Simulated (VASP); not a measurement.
# W (Im-3m) in VASP: single point with r2SCAN

Aim: the single point of W with r2SCAN.

Program: VASP 6.6.1. These are calculated values, not measurements. Logs are shortened: lines on timing, memory, paths and dates and some standing lists are left out, and cuts for length are marked.

**1. The cell of the first run**

Symmetry: Im-3m, No. 229, cubic system. Conventional cell: a = 3.200 Å, b = 3.200 Å, c = 3.200 Å, α = 90.00°, β = 90.00°, γ = 90.00°. Within 3.7 Å of W (site symmetry m-3m) lie 14 W at 2.77 to 3.20 Å.

**2. Single point, r2SCAN**

File POSCAR:

```
W
1.0
   -1.5998152200      1.5998152200      1.5998152200
    1.5998152200     -1.5998152200      1.5998152200
    1.5998152200      1.5998152200     -1.5998152200
W
1
Direct
    0.0000000000      0.0000000000      0.0000000000
```

File INCAR.step1:

```
SYSTEM = W
  PREC = Accurate
  ENCUT = 520
  ISMEAR = 0
  SIGMA = 0.0887
  LREAL = .False.
  LASPH = .True.
  NELM = 80
  NBANDS = 13
  GGA = PE
  ALGO = Normal
  EDIFF = 1E-4
  LWAVE = .True.
  LCHARG = .False.
```

File INCAR.step2:

```
SYSTEM = W
  PREC = Accurate
  ENCUT = 520
  EDIFF = 1E-6
  ISMEAR = 0
  SIGMA = 0.0887
  LREAL = .False.
  LASPH = .True.
  NELM = 80
  ALGO = Normal
  ISIF = 2
  LWAVE = .False.
  LCHARG = .False.
  METAGGA = R2SCAN
  LMIXTAU = .True.
  NBANDS = 13
  ISTART = 1
```

File KPOINTS:

```
Automatic mesh
0
Gamma
  15 15 15
  0 0 0
```

Potentials or basis: VASP PAW PBE potentials, release 64 (W_sv).

The run is started by

```console
> cat potpaw_PBE.64/W_sv/POTCAR > POTCAR
> cp INCAR.step1 INCAR
> mpirun -np 1 vasp_std > vasp.out
> cp INCAR.step2 INCAR
> mpirun -np 1 vasp_std > vasp.out
```

OUTCAR:

```text
SYSTEM = W
   PREC = Accurate
   ENCUT = 520
   EDIFF = 1E-6
   ISMEAR = 0
   LREAL = .False.
   LASPH = .True.
   NELM = 80
   ISIF = 2
   METAGGA = R2SCAN
   ISTART = 1

 ion  position               nearest neighbor table
   1  0.000  0.000  0.000-

  LATTYP: Found a body centered cubic cell.
 ALAT       =     3.1996304400

  Lattice vectors:

 A1 = (  -1.5998152200,   1.5998152200,   1.5998152200)
 A2 = (   1.5998152200,  -1.5998152200,   1.5998152200)
 A3 = (   1.5998152200,   1.5998152200,  -1.5998152200)

Analysis of symmetry for initial positions (statically):
=====================================================================
 Subroutine PRICEL returns:
 Original cell was already a primitive cell.

 Routine SETGRP: Setting up the symmetry group for a
 body centered cubic supercell.

 Subroutine GETGRP returns: Found 48 space group operations
 (whereof 48 operations were pure point group operations)
 out of a pool of 48 trial point group operations.

The static configuration has the point symmetry O_h .

Analysis of symmetry for dynamics (positions and initial velocities):
=====================================================================
 Subroutine PRICEL returns:
 Original cell was already a primitive cell.

 Routine SETGRP: Setting up the symmetry group for a
 body centered cubic supercell.

 Subroutine GETGRP returns: Found 48 space group operations
 (whereof 48 operations were pure point group operations)
 out of a pool of 48 trial point group operations.

The dynamic configuration has the point symmetry O_h .

 Subroutine INISYM returns: Found 48 space group operations
 (whereof 48 operations are pure point group operations),
 and found     1 'primitive' translations

----------------------------------------------------------------------------------------

                                     Primitive cell

  volume of cell :      16.3783

  direct lattice vectors                    reciprocal lattice vectors
    -1.599815220  1.599815220  1.599815220     0.000000000  0.312536094  0.312536094
     1.599815220 -1.599815220  1.599815220     0.312536094  0.000000000  0.312536094
     1.599815220  1.599815220 -1.599815220     0.312536094  0.312536094  0.000000000

  length of vectors
     2.770961244  2.770961244  2.770961244     0.441992783  0.441992783  0.441992783

  position of ions in fractional coordinates (direct lattice)
     0.000000000  0.000000000  0.000000000

  ion indices of the primitive-cell ions
   primitive index   ion index
                 1           1

----------------------------------------------------------------------------------------

 KPOINTS: Automatic mesh

Automatic generation of k-mesh.
 Grid dimensions read from file:
 generate k-points for:   15   15   15

 Generating k-lattice:

  Cartesian coordinates                     Fractional coordinates (reciprocal lattice)
     0.000000000  0.020835740  0.020835740     0.066666667  0.000000000  0.000000000
     0.020835740  0.000000000  0.020835740     0.000000000  0.066666667  0.000000000
     0.020835740  0.020835740  0.000000000     0.000000000  0.000000000  0.066666667

  Length of vectors
     0.029466186  0.029466186  0.029466186

  Shift w.r.t. Gamma in fractional coordinates (k-lattice)
     0.000000000  0.000000000  0.000000000

 Subroutine IBZKPT returns following result:
 ===========================================

 Found    120 irreducible k-points:

 Following reciprocal coordinates:
            Coordinates               Weight
  0.000000  0.000000  0.000000      1.000000
  0.066667  0.000000  0.000000     12.000000
  0.133333  0.000000  0.000000     12.000000
  0.200000  0.000000  0.000000     12.000000
  0.266667  0.000000  0.000000     12.000000
  0.333333  0.000000  0.000000     12.000000
[... 16 lines left out ...]
  0.333333  0.200000  0.000000     48.000000
  0.400000  0.200000  0.000000     24.000000
 [... further k-points ...]
   k-points           NKPTS =    120   k-points in BZ     NKDIM =    120   number of bands    NBANDS=     13
   number of dos      NEDOS =    301   number of ions     NIONS =      1
   total plane-waves  NPLWV =  13824
   dimension x,y,z NGX =    24 NGY =   24 NGZ =   24
   dimension x,y,z NGXF=    48 NGYF=   48 NGZF=   48
   ions per type =               1
   NGX,Y,Z   is equivalent  to a cutoff of  14.40, 14.40, 14.40 a.u.
   NGXF,Y,Z  is equivalent  to a cutoff of  28.80, 28.80, 28.80 a.u.
 SYSTEM =  W
   PREC   = accura    normal or accurate (medium, high low for compatibility)
   ISTART =      1    job   : 0-new  1-cont  2-samecut
   ICHARG =      0    charge: 1-file 2-atom 10-const
   ISPIN  =      1    spin polarized calculation?
   LNONCOLLINEAR =      F non collinear calculations
   LSORBIT =      F    spin-orbit coupling
   LASPH  =      T    aspherical Exc in radial PAW
   ENCUT  =  520.0 eV  38.22 Ry    6.18 a.u.   5.15  5.15  5.15*2*pi/ulx,y,z
   NELM   =     80;   NELMIN=  2; NELMDL=  0     # of ELM steps
   EDIFF  = 0.1E-05   stopping-criterion for ELM
   LREAL  =      F    real-space projection
   EDIFFG = 0.1E-04   stopping-criterion for IOM
   NSW    =      0    number of steps for IOM
   IBRION =     -1    ionic relax: 0-MD 1-quasi-New 2-CG
   NFREE  =      0    steps in history (QN), initial steepest desc. (CG)
   ISIF   =      2    stress and relaxation
   ISYM   =      2    0-nonsym 1-usesym 2-fastsym
   POTIM  = 0.5000    time-step for ionic-motion
   TEBEG  =    0.0;   TEEND  =   0.0 temperature during run
   PSTRESS=    0.0 pullay stress
   NELECT =      14.0000    total number of electrons
   NUPDOWN=      -1.0000    fix difference up-down
   EMIN   =  10.00;   EMAX   =-10.00  energy-range for DOS
   EFERMI =   0.00;   METHOD = LEGACY
   ISMEAR =     0;   SIGMA  =   0.09  broadening in eV -4-tet -1-fermi 0-gaus
   EFERMI_NEDOS =   21; number of points for ismear=-14 and -15
   IALGO  =     38    algorithm
   IMIX   =      4    mixing-type and parameters
     AMIX     =   0.40;   BMIX     =  1.00
     AMIX_MAG =   1.60;   BMIX_MAG =  1.00
  volume/ion in A,a.u.               =      16.38       110.53
  Fermi-wavevector in a.u.,A,eV,Ry     =   1.553678  2.936026 32.843313  2.413915
  Thomas-Fermi vector in A             =   2.657874
   LORBIT       =      0    0 simple, 1 ext, 2 COOP (PROOUT), +10 PAW based schemes
   METAGGA = R2SCAN    functional components
   LHFCALC =     F    Hartree Fock is set to
   AEXX    =    0.0000 exact exchange contribution
   IVDW    =     0    specifies the selected vdW correction
   LEPSILON=     F    determine dielectric tensor
   LRPA    =     F    only Hartree local field effects (RPA)
 non-spin polarized calculation
 Gauss-broadening in eV      SIGMA  =   0.09
  energy-cutoff  :      520.00
  volume of cell :       16.38
 maximum number of plane-waves:       456
 NGX is ok and might be reduce to    24
   NGX = 11   NGY = 11   NGZ = 11

 number of electron      14.0000002 magnetization

 Free energy of the ion-electron system (eV)
  ---------------------------------------------------
  ext. energy  EPLUGINS =         0.00000000
  ---------------------------------------------------
  free energy    TOTEN  =       -51.34267660 eV

  energy without entropy =      -51.34190171  energy(sigma->0) =      -51.34228915

 E-fermi :  10.7770     XC(G=0): -14.7487

 val. band max:       10.7389630695   @ k =  -0.3333   0.4000   0.2667
 cond. band min:      10.8759849626   @ k =   0.4667   0.0667   0.0000
 fundamental gap:      0.1370218931
 Fermi energy:        10.7769902517

 k-point     1 :       0.0000    0.0000    0.0000
  band No.  band energies     occupation
      1     -65.3379      2.00000
      2     -28.2464      2.00000
      3     -28.2464      2.00000
      4     -28.2464      2.00000
      5       0.8792      2.00000
      6       9.5935      2.00000
      7       9.5935      2.00000
      8       9.5935      2.00000
      9      13.3111      0.00000
     10      13.3112      0.00000
     11      26.0069      0.00000
     12      26.0069      0.00000
     13      26.0069      0.00000

 k-point     2 :       0.0667    0.0000    0.0000
  band No.  band energies     occupation
      1     -65.3323      2.00000
      2     -28.3038      2.00000
      3     -28.2643      2.00000
      4     -28.2466      2.00000
      5       1.0950      2.00000
      6       9.4623      2.00000
      7       9.5613      2.00000
      8       9.8002      2.00000
      9      13.1043      0.00000
     10      13.3112      0.00000
     11      26.1854      0.00000
     12      26.3755      0.00000
     13      26.5088      0.00000

 k-point     3 :       0.1333    0.0000    0.0000
  band No.  band energies     occupation
      1     -65.3164      2.00000
      2     -28.4639      2.00000
      3     -28.3146      2.00000
      4     -28.2473      2.00000
      5       1.7094      2.00000
      6       9.1114      2.00000
      7       9.4174      2.00000
      8      10.4110      2.00000
      9      12.7168      0.00000
     10      13.3262      0.00000
     11      26.5738      0.00000
     12      27.4341      0.00000
     13      27.6598      0.00000
[... 305 lines left out ...]
 k-point    23 :       0.3333    0.2000    0.0000
  band No.  band energies     occupation
      1     -65.2013      2.00000
      2     -29.3120      2.00000
      3     -28.7884      2.00000
      4     -28.3691      2.00000
      5       5.6814      2.00000
      6       7.4996      2.00000
      7       9.0311      2.00000
      8      12.9237      0.00000
      9      14.2198      0.00000
     10      18.3682      0.00000
     11      21.1200      0.00000
     12      24.7596      0.00000
     13      27.4112      0.00000

 k-point    24 :       0.4000    0.2000    0.0000
  band No.  band energies     occupation
      1     -65.1966      2.00000
      2     -29.3316      2.00000
      3     -28.8222      2.00000
      4     -28.3715      2.00000
      5       5.6793      2.00000
      6       7.4747      2.00000
      7       9.3073      2.00000
      8      12.9802      0.00000
      9      14.3805      0.00000
     10      19.1069      0.00000
     11      20.3246      0.00000
     12      24.2329      0.00000
     13      27.2650      0.00000

 [... further k-points ...]
[... 5 lines left out ...]
  --------------------------------------------------------------------------------------
  -------------------------------------------------------------------------------------
  Total       -0.7993338     -0.7993338     -0.7993338      0.0000000     -0.0000000      0.0000000
  in kB      -78.1932523    -78.1932523    -78.1932523      0.0000000     -0.0000000      0.0000000
  external PRESSURE =     -78.1932523 kB  Pullay stress =       0.0000000 kB

 VOLUME and BASIS-vectors are now :
 -----------------------------------------------------------------------------
  energy-cutoff  :      520.00
  volume of cell :       16.38
      direct lattice vectors                 reciprocal lattice vectors
    -1.599815220  1.599815220  1.599815220     0.000000000  0.312536094  0.312536094
     1.599815220 -1.599815220  1.599815220     0.312536094  0.000000000  0.312536094
     1.599815220  1.599815220 -1.599815220     0.312536094  0.312536094  0.000000000

 POSITION                                       TOTAL-FORCE (eV/Angst)
 -----------------------------------------------------------------------------------
      0.00000      0.00000      0.00000         0.000000      0.000000      0.000000
 -----------------------------------------------------------------------------------
    total drift:                                0.000000      0.000000     -0.000000

  FREE ENERGIE OF THE ION-ELECTRON SYSTEM (eV)
  ---------------------------------------------------
  free  energy   TOTEN  =       -51.3426765951 eV

  energy  without entropy=      -51.3419017085  energy(sigma->0) =      -51.34228915
```

It took 62 s on 1 thread of Intel Xeon Platinum 8259CL at 2.50GHz (Skylake/Cascade Lake), shared host; peak memory 0.16 GiB.

Results:

```
Free energy            : -51.3427 eV
Pressure               : -7.8 GPa
Band gap on the k mesh : zero (band 7 reaches 15.41 eV, above the bottom of band 8 at 9.59 eV)
```

Caveat: the PAW data sets were made with another functional, which shifts forces and pressure a little; spin-orbit coupling is left out, which moves the levels of the heavy elements.
